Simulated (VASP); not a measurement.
Crystal: CsV3.

```
CELL_PARAMETERS angstrom
4.34891 0.00000 0.00000
0.00000 4.34891 0.00000
0.00000 0.00000 4.34891
ATOMIC_POSITIONS crystal
Cs 0.00000 0.00000 0.00000
V 0.00000 0.50000 0.50000
V 0.50000 0.00000 0.50000
V 0.50000 0.50000 0.00000
```

| Quantity | Value |
| --- | --- |
| Program | VASP 6.6.1 |
| Task | relaxation of cell and atoms |
| Functional | PBE |
| Potentials or basis | VASP PAW PBE potentials, release 64 (Cs_sv, V_sv) |
| Cutoff | 600 eV |
| k mesh | 4 × 4 × 4 |
| Occupations | gaussian, width 0.1 eV |
| Spin | no spin polarisation |

At the start: pressure -8.8 GPa; volume 20.56 Å³/atom.

Problem. How do energy, volume and symmetry change on relaxing?

Solution. Over 3 steps the energy falls by 91.9 meV/atom and the volume is 17.70 Å³/atom (-13.9 %); space group Pm-3m (No. 221, to 0.1 Å) before and after.

Step by step:
```
step  energy change (eV)  largest force (eV/Å)  pressure (GPa)  volume (Å³)
   1              0.0000                0.0000           -8.82        82.25
   2             -0.3607                0.0000            1.69        69.49
   3             -0.3675                0.0000            0.02        70.78
```

Final structure:
```cif
data_structure
_symmetry_space_group_name_H-M 'P 1'
_symmetry_Int_Tables_number 1
_cell_length_a 4.1366
_cell_length_b 4.1366
_cell_length_c 4.1366
_cell_angle_alpha 90.000
_cell_angle_beta 90.000
_cell_angle_gamma 90.000
_cell_volume 70.78
loop_
_atom_site_label
_atom_site_type_symbol
_atom_site_fract_x
_atom_site_fract_y
_atom_site_fract_z
_atom_site_occupancy
Cs1 Cs 0.00000 0.00000 0.00000 1
V1 V 0.00000 0.50000 0.50000 1
V2 V 0.50000 0.00000 0.50000 1
V3 V 0.50000 0.50000 0.00000 1
```

Caveat: the k points lie up to 0.38 Å⁻¹ apart in the final cell, too coarse for converged energies and pressures of a metal.
